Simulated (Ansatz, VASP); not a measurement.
## One calculation of HC6, two programs

File INCAR:

```
PREC = Accurate ; ENCUT = 520
EDIFF = 1E-7 ; ISMEAR = 0
SIGMA = 0.1 ; LREAL = False
LASPH = True ; NELM = 60
ALGO = Normal ; ISIF = 2
LWAVE = False ; LCHARG = False
LDIPOL = True ; IDIPOL = 3
DIPOL = 0.5 0.5 0.305 ; NBANDS = 38
```

File KPOINTS:

```
regular mesh
0
Gamma
  6 3 1
```

POSCAR

```
HC6
1.0
    4.8895256614      0.0000000000      0.0000000000
   -1.2223814153      8.7849592876      0.0000000000
    0.0000000000      0.0000000000     22.7474729025
C H
12 2
Direct
    0.0193612757      0.0774451030      0.1758437088
    0.5193612758      0.0774451030      0.1758437088
    0.2742015947      0.0968063788      0.2059542860
    0.7742015947      0.0968063788      0.2059542860
    0.2838822326      0.1355289303      0.2661754406
    0.7838822326      0.1355289303      0.2661754406
    0.0386279421      0.1545151615      0.2955067254
    0.5386279421      0.1545151615      0.2955067254
    0.0488684834      0.1954807970      0.3583587359
    0.5488684834      0.1954807970      0.3583587359
    0.3031723044      0.2126952264      0.3845470194
    0.8031723044      0.2126952264      0.3845470194
    0.0488684834      0.0694885815      0.4465319267
    0.0488684834      0.3214730126      0.4465319267
```

Input for Ansatz:

```yaml
crystal:
  lattice:
    - [4.8895256614, 0.0, 0.0]
    - [-1.2223814153, 8.7849592876, 0.0]
    - [0.0, 0.0, 22.7474729025]
  atoms:
    - { symbol: C, position: [0.0193612757, 0.077445103, 0.1758437088] }
    - { symbol: C, position: [0.5193612758, 0.077445103, 0.1758437088] }
    - { symbol: C, position: [0.2742015947, 0.0968063788, 0.205954286] }
    - { symbol: C, position: [0.7742015947, 0.0968063788, 0.205954286] }
    - { symbol: C, position: [0.2838822326, 0.1355289303, 0.2661754406] }
    - { symbol: C, position: [0.7838822326, 0.1355289303, 0.2661754406] }
    - { symbol: C, position: [0.0386279421, 0.1545151615, 0.2955067254] }
    - { symbol: C, position: [0.5386279421, 0.1545151615, 0.2955067254] }
    - { symbol: C, position: [0.0488684834, 0.195480797, 0.3583587359] }
    - { symbol: C, position: [0.5488684834, 0.195480797, 0.3583587359] }
    - { symbol: C, position: [0.3031723044, 0.2126952264, 0.3845470194] }
    - { symbol: C, position: [0.8031723044, 0.2126952264, 0.3845470194] }
    - { symbol: H, position: [0.0488684834, 0.0694885815, 0.4465319267] }
    - { symbol: H, position: [0.0488684834, 0.3214730126, 0.4465319267] }
basis:
  ecutwfc: 420
kpoints:
  mp_grid: { grid: [6, 3, 1] }
hamiltonian:
  xc: lda
scf:
  occupations: { method: gaussian, width: 0.1 }
output:
  forces: true
  eigenvalues: true
efield:
  axis: 3
  dipole_correction: true
  ramp_width: 0.04
```

Alike in both runs: task single point; functional LDA; k mesh 6 × 3 × 1; occupations gaussian, width 0.1 eV; no spin polarisation.

|  | VASP | Ansatz |
| --- | --- | --- |
| version | VASP 6.6.1 | Ansatz 0.2.0 |
| potentials or method | VASP PAW LDA potentials, release 64 (C, H), cutoff 520 eV | scalar-relativistic, plane waves, PAW |
| valence electrons in the cell | 50 | 50 |

|  | VASP | Ansatz | Ansatz less VASP |
| --- | --- | --- | --- |
| gap on the k mesh at the Fermi level (eV) | none | none | - |
| rms of the force components (eV/Å) | 1.313 | 1.318 | +0.0048 |

LDA's correlation is that of Perdew and Zunger in VASP and of Perdew and Wang (1992) in Ansatz. Atom by atom the forces differ by 0.022 eV/Å (rms over components). A gap of «none» marks a metal or a gap that the smearing closes.
